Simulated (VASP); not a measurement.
Here is a VASP 6.6.1 calculation.

Contents of INCAR:

```
  PREC = Accurate
  ENCUT = 520
  EDIFF = 1E-6
  ISMEAR = 0
  SIGMA = 0.15
  LREAL = F
  LASPH = T
  NELM = 80
  ALGO = Fast
  ISIF = 2
  LWAVE = F
  LCHARG = T
  LELF = T
  LVHAR = T
  NBANDS = 18
```

File KPOINTS:

```
Automatic mesh
0
Gamma
  12 12 12
```

File POSCAR:

```
Al3Cu
1.0
    3.9413558512      0.0000000000      0.0000000000
    0.0000000000      3.9413558512      0.0000000000
    0.0000000000      0.0000000000      3.4908588774
Al Cu
3 1
Direct
    0.0000000000      0.5000000000      0.5000000000
    0.5000000000      0.0000000000      0.5000000000
    0.5000000000      0.5000000000      0.0000000000
    0.0000000000      0.0000000000      0.0000000000
```

Potentials or basis: VASP PAW LDA potentials, release 64 (Al, Cu).

The run is started by

```bash
$ cat potpaw_LDA.64/Al/POTCAR potpaw_LDA.64/Cu/POTCAR > POTCAR
$ mpirun -np 1 vasp_std > vasp.out
```

**Question.** Estimate the band gap on the k mesh.

**Answer.** Zero (band 10 reaches 11.73 eV, above the bottom of band 11 at 7.15 eV).

**Question.** Estimate the pressure.

**Answer.** 7.1 GPa.

Stress tensor (GPa, compression positive):
```
 3.44  0.00  0.00
 0.00  3.44  0.00
 0.00  0.00 14.37
```
